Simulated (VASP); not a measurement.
# Cs2AuNCl6 (I4/mmm) in VASP: single point with PBE

Aim: the single point of Cs2AuNCl6 with PBE.

Everything below comes from runs of VASP 6.6.1. Logs are shortened: lines on timing, memory, paths and dates and some standing lists are left out, and cuts for length are marked.

## (1) The cell of the first run

It takes space group I4/mmm (No. 139, tetragonal). Conventional cell: a = 7.335 Å, b = 7.335 Å, c = 10.732 Å, α = 90.00°, β = 90.00°, γ = 90.00°. Au (site symmetry 4/mmm) has 6 Cl at 2.26 to 3.09 Å within 3.1 Å. N (site symmetry 4/mmm) has 6 Cl at 2.28 to 2.93 Å within 3.0 Å. Cl (site symmetry 4mm) has 1 N at 2.28 Å and 1 Au at 3.09 Å within 3.1 Å. Cl (site symmetry m2m) has 1 Au at 2.26 Å and 1 N at 2.93 Å within 3.0 Å. Within 4.8 Å of Cs (site symmetry -4m2) lie 12 Cl at 3.69 to 3.75 Å and 4 Au at 4.54 Å and 4 N at 4.54 Å.

## (2) Single point, PBE

INCAR reads:

```
SYSTEM = Cs2AuNCl6
PREC = Accurate
ENCUT = 520
EDIFF = 1E-6
ISMEAR = -1
SIGMA = 0.0961
LREAL = .FALSE.
LASPH = .TRUE.
NELM = 100
ALGO = Normal
ISIF = 2
LWAVE = .FALSE.
LCHARG = .FALSE.
GGA = PE
NBANDS = 49
```

KPOINTS reads:

```
Automatic mesh
0
G
  6 6 6
  0 0 0
```

POSCAR reads:

```
Cs2AuNCl6
1.0
    0.0000000000      7.3350390000      0.0000000000
    7.3350390000      0.0000000000      0.0000000000
    3.6675200000      3.6675200000     -5.3660670000
Au N Cl Cs
1 1 6 2
Direct
    0.0000000000      0.0000000000      0.0000000000
    0.5000000000      0.5000000000      0.0000000000
    0.2880000000      0.2880000000      0.4240000000
    0.7120000000      0.7120000000      0.5760000000
    0.2180000000      0.2180000000      0.0000000000
    0.2180000000      0.7820000000      0.0000000000
    0.7820000000      0.7820000000      0.0000000000
    0.7820000000      0.2180000000      0.0000000000
    0.7500000000      0.2500000000      0.5000000000
    0.2500000000      0.7500000000      0.5000000000
```

Potentials or basis: VASP PAW PBE potentials, release 64 (Au, N, Cl, Cs_sv).

On the command line:

```console
cat potpaw_PBE.64/Au/POTCAR potpaw_PBE.64/N/POTCAR potpaw_PBE.64/Cl/POTCAR potpaw_PBE.64/Cs_sv/POTCAR > POTCAR
mpirun -np 1 vasp_std > vasp.out
```

OUTCAR:

```text
SYSTEM = Cs2AuNCl6
   PREC = Accurate
   ENCUT = 520
   EDIFF = 1E-6
   ISMEAR = -1
   LREAL = .FALSE.
   LASPH = .TRUE.
   NELM = 100
   ISIF = 2
   GGA = PE

 ion  position               nearest neighbor table
   1  0.000  0.000  0.000-   5 2.26   6 2.26   7 2.26   8 2.26   4 3.09   3 3.09
   2  0.500  0.500  0.000-
   3  0.288  0.288  0.424-   1 3.09
   4  0.712  0.712  0.576-   1 3.09
   5  0.218  0.218  0.000-   1 2.26
   6  0.218  0.782  0.000-   1 2.26
   7  0.782  0.782  0.000-   1 2.26
   8  0.782  0.218  0.000-   1 2.26
   9  0.750  0.250  0.500-
  10  0.250  0.750  0.500-

  LATTYP: Found a body centered tetragonal cell.
 ALAT       =     7.3350390000
 C/A-ratio  =     1.4631325069

  Lattice vectors:

 A1 = (  -3.6675200000,   3.6675190000,   5.3660670000)
 A2 = (   3.6675190000,  -3.6675200000,   5.3660670000)
 A3 = (   3.6675200000,   3.6675200000,  -5.3660670000)

Analysis of symmetry for initial positions (statically):
=====================================================================
 Subroutine PRICEL returns:
 Original cell was already a primitive cell.

 Routine SETGRP: Setting up the symmetry group for a
 body centered tetragonal supercell.

 Subroutine GETGRP returns: Found 16 space group operations
 (whereof 16 operations were pure point group operations)
 out of a pool of 16 trial point group operations.

The static configuration has the point symmetry D_4h.

Analysis of symmetry for dynamics (positions and initial velocities):
=====================================================================
 Subroutine PRICEL returns:
 Original cell was already a primitive cell.

 Routine SETGRP: Setting up the symmetry group for a
 body centered tetragonal supercell.

 Subroutine GETGRP returns: Found 16 space group operations
 (whereof 16 operations were pure point group operations)
 out of a pool of 16 trial point group operations.

The dynamic configuration has the point symmetry D_4h.

 Subroutine INISYM returns: Found 16 space group operations
 (whereof 16 operations are pure point group operations),
 and found     1 'primitive' translations

[... 114 lines left out ...]
   IBRION =     -1    ionic relax: 0-MD 1-quasi-New 2-CG
   NFREE  =      0    steps in history (QN), initial steepest desc. (CG)
   ISIF   =      2    stress and relaxation
   ISYM   =      2    0-nonsym 1-usesym 2-fastsym
   POTIM  = 0.5000    time-step for ionic-motion
   TEBEG  =    0.0;   TEEND  =   0.0 temperature during run
   PSTRESS=    0.0 pullay stress
   NELECT =      76.0000    total number of electrons
   NUPDOWN=      -1.0000    fix difference up-down
   EMIN   =  10.00;   EMAX   =-10.00  energy-range for DOS
   EFERMI =   0.00;   METHOD = LEGACY
   ISMEAR =    -1;   SIGMA  =   0.10  broadening in eV -4-tet -1-fermi 0-gaus
   EFERMI_NEDOS =   21; number of points for ismear=-14 and -15
   IALGO  =     38    algorithm
   IMIX   =      4    mixing-type and parameters
     AMIX     =   0.40;   BMIX     =  1.00
     AMIX_MAG =   1.60;   BMIX_MAG =  1.00
  volume/ion in A,a.u.               =      28.87       194.83
  Fermi-wavevector in a.u.,A,eV,Ry     =   1.049202  1.982704 14.977627  1.100825
  Thomas-Fermi vector in A             =   2.184155
   LORBIT       =      0    0 simple, 1 ext, 2 COOP (PROOUT), +10 PAW based schemes
   GGA     = PE    functional components
   LHFCALC =     F    Hartree Fock is set to
   AEXX    =    0.0000 exact exchange contribution
   IVDW    =     0    specifies the selected vdW correction
   LEPSILON=     F    determine dielectric tensor
   LRPA    =     F    only Hartree local field effects (RPA)
 non-spin polarized calculation
  energy-cutoff  :      520.00
  volume of cell :      288.71
 maximum number of plane-waves:      7816
 NGX is ok and might be reduce to    56
   NGX = 27   NGY = 27   NGZ = 27

 number of electron      76.0000007 magnetization

 Free energy of the ion-electron system (eV)
  ---------------------------------------------------
  ext. energy  EPLUGINS =         0.00000000
  ---------------------------------------------------
  free energy    TOTEN  =       -28.66484704 eV

  energy without entropy =      -28.45837549  energy(sigma->0) =      -28.56161127

 E-fermi :   0.6586     XC(G=0):  -8.3140

 val. band max:        0.6415452820   @ k =   0.5000   0.0000   0.1667
 cond. band min:       0.6634376679   @ k =  -0.3333   0.0000   0.1667
 fundamental gap:      0.0218923859
 Fermi energy:         0.6585863736

 k-point     1 :       0.0000    0.0000    0.0000
  band No.  band energies     occupation
      1     -19.1050      2.00000
      2     -19.0868      2.00000
      3     -14.3456      2.00000
      4     -13.6481      2.00000
      5     -13.5620      2.00000
      6     -13.5620      2.00000
[... 1237 lines left out ...]
     48       7.9941      0.00000
     49       8.1027      0.00000

 [... further k-points ...]

------------------------ aborting loop because EDIFF is reached ----------------------------------------

  FORCE on cell =-STRESS in cart. coord.  units (eV):
  Direction    XX          YY          ZZ          XY          YZ          ZX
  --------------------------------------------------------------------------------------
  -------------------------------------------------------------------------------------
  Total        5.5773737      5.5773737     -3.1968809     -0.0000000      0.0000003      0.0000003
  in kB       30.9513345     30.9513345    -17.7409184     -0.0000000      0.0000017      0.0000017
  external PRESSURE =      14.7205835 kB  Pullay stress =       0.0000000 kB

 VOLUME and BASIS-vectors are now :
 -----------------------------------------------------------------------------
  energy-cutoff  :      520.00
  volume of cell :      288.71
      direct lattice vectors                 reciprocal lattice vectors
     0.000000000  7.335039000  0.000000000     0.000000000  0.136331927  0.093178126
     7.335039000  0.000000000  0.000000000     0.136331927  0.000000000  0.093178126
     3.667520000  3.667520000 -5.366067000     0.000000000  0.000000000 -0.186356227

 POSITION                                       TOTAL-FORCE (eV/Angst)
 -----------------------------------------------------------------------------------
      0.00000      0.00000      0.00000         0.000000      0.000000     -0.000000
      3.66752      3.66752      0.00000         0.000000      0.000000     -0.000000
      3.66752      3.66752     -2.27521        -0.000000     -0.000000      1.204544
      7.33504      7.33504     -3.09085         0.000000      0.000000     -1.204544
      1.59904      1.59904      0.00000         0.873953      0.873953      0.000000
      5.73600      1.59904      0.00000        -0.873953      0.873953     -0.000000
      5.73600      5.73600      0.00000        -0.873953     -0.873953     -0.000000
      1.59904      5.73600      0.00000         0.873953     -0.873953      0.000000
      3.66752      7.33504     -2.68303         0.000000      0.000000     -0.000000
      7.33504      3.66752     -2.68303         0.000000      0.000000      0.000000
 -----------------------------------------------------------------------------------
    total drift:                                0.000000     -0.000000     -0.000000

  FREE ENERGIE OF THE ION-ELECTRON SYSTEM (eV)
  ---------------------------------------------------
  free  energy   TOTEN  =       -28.6648470448 eV

  energy  without entropy=      -28.4583754891  energy(sigma->0) =      -28.56161127
```

stdout:

```text
POSCAR found type information on POSCAR AuN ClCs
 POSCAR found :  4 types and      10 ions
 scaLAPACK will be used
 LDA part: xc-table for (Slater+PW92), standard interpolation
 POSCAR, INCAR and KPOINTS ok, starting setup
 FFT: planning ... GRIDC
 FFT: planning ... GRID_SOFT
 FFT: planning ... GRID
 WAVECAR not read
 entering main loop
```

Run time: 9.4 min. Hardware: 1 thread of Intel Xeon Platinum 8259CL at 2.50GHz (Skylake/Cascade Lake), shared host; peak memory 0.69 GiB.

Results:

| Property | Result |
| --- | --- |
| Free energy | -28.6648 eV |
| Pressure | 1.5 GPa |
| Largest force | 1.236 eV/Å |
| Band gap on the k mesh | zero (bands 38 and 39 overlap by 0.23 eV) |

Forces on the atoms (eV/Å):
```
Au   0.000  0.000  0.000
N    0.000  0.000  0.000
Cl   0.000  0.000  1.205
Cl   0.000  0.000 -1.205
Cl   0.874  0.874  0.000
Cl  -0.874  0.874  0.000
Cl  -0.874 -0.874  0.000
Cl   0.874 -0.874  0.000
Cs   0.000  0.000  0.000
Cs   0.000  0.000  0.000
```

Caveat: spin-orbit coupling is left out, which moves the levels of the heavy elements; forces of over 1 eV/Å act on the atoms, so gaps and moduli don't describe the material at rest.

The gap in the log of VASP goes by the Fermi energy; the results here count the filled bands.